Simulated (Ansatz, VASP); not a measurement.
## Two plane-wave programs on HfO2

Contents of INCAR:

```
SYSTEM = HfO2
PREC = Accurate
ENCUT = 520
EDIFF = 1E-6
ISMEAR = 0
SIGMA = 0.05
LREAL = .FALSE.
LASPH = .TRUE.
NELM = 60
ALGO = Normal
ISIF = 2
LWAVE = .FALSE.
LCHARG = .FALSE.
GGA = PE
NBANDS = 18
```

File KPOINTS:

```
regular mesh
0
G
  8 8 8
  0 0 0
```

Contents of POSCAR:

```
HfO2
1.0
    0.0000000000      2.4935625000      2.4296250000
    2.4935625000      0.0000000000      2.4296250000
    2.4935625000      2.4935625000      0.0000000000
Hf O
1 2
Direct
    0.0000000000      0.0000000000      0.0000000000
    0.2500000000      0.2500000000      0.2500000000
    0.7500000000      0.7500000000      0.7500000000
```

Input for Ansatz:

```yaml
crystal:
  lattice:
    - [0.0, 2.4935625, 2.429625]
    - [2.4935625, 0.0, 2.429625]
    - [2.4935625, 2.4935625, 0.0]
  atoms:
    - { symbol: Hf, position: [0.0, 0.0, 0.0] }
    - { symbol: O, position: [0.25, 0.25, 0.25] }
    - { symbol: O, position: [0.75, 0.75, 0.75] }
basis:
  ecutwfc: 420
kpoints:
  mp_grid: { grid: [8, 8, 8] }
hamiltonian:
  xc: pbe
scf:
  occupations: { method: gaussian, width: 0.05 }
output:
  forces: true
  stress: true
  eigenvalues: true
```

Change from the starting cell: strain -0.025 along x and y, -0.050 along z, atoms carried along.

Alike in both runs: task single point; functional PBE; k mesh 8 × 8 × 8; occupations gaussian, width 0.05 eV; no spin polarisation.

|  | VASP | Ansatz |
| --- | --- | --- |
| version | VASP 6.6.1 | Ansatz 0.2.0 |
| potentials or method | VASP PAW PBE potentials, release 64 (Hf_pv, O), cutoff 520 eV | scalar-relativistic, plane waves, PAW |
| valence electrons in the cell | 22 | 38 |

```tsv
	VASP	Ansatz	Ansatz less VASP
gap on the k mesh at the Fermi level (eV)	3.69	3.67	-0.016
least direct gap on the mesh (eV)	3.79	3.75	-0.031
pressure (GPa)	22.9	27.4	+4.49
traceless stress, the component that is largest in VASP (GPa)	8.92	8.74	-0.186
```

VASP's potentials hold 22 valence electrons a cell and Ansatz's 38, so a difference there can come from the potentials and not from the codes.

Neither program's run includes spin-orbit coupling.
